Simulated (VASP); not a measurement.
Here is a VASP 6.6.1 calculation.

INCAR

```
SYSTEM = Na4Pd
ALGO = Normal
EDIFF = 1E-6
ENCUT = 520
GGA = PE
ISIF = 2
ISMEAR = 0
LASPH = .TRUE.
LCHARG = .FALSE.
LREAL = .FALSE.
LWAVE = .FALSE.
NBANDS = 27
NELM = 80
PREC = Accurate
SIGMA = 0.1
```

File KPOINTS:

```
k-points
0
G
  4 4 4
  0 0 0
```

The input POSCAR:

```
Na4Pd
1.0
    4.7581295500      0.0000000000      0.0000000000
    0.0000000000      4.7581295500      0.0000000000
    0.0000000000      0.0000000000      4.7581295500
Na Pd
4 1
Direct
    0.5000000000      0.0000000000      0.0000000000
    0.0000000000      0.5000000000      0.0000000000
    0.0000000000      0.0000000000      0.5000000000
    0.5000000000      0.5000000000      0.5000000000
    0.0000000000      0.0000000000      0.0000000000
```

Potentials or basis: VASP PAW PBE potentials, release 64 (Na_pv, Pd).

Launch:

```console
$ cat potpaw_PBE.64/Na_pv/POTCAR potpaw_PBE.64/Pd/POTCAR > POTCAR
$ mpirun -np 1 vasp_std > vasp.out
```

**Question.** Predict the band gap on the k mesh.

**Answer.** Zero (band 19 reaches 4.74 eV, above the bottom of band 20 at 2.07 eV).

**Question.** Predict the pressure.

**Answer.** 15.4 GPa.
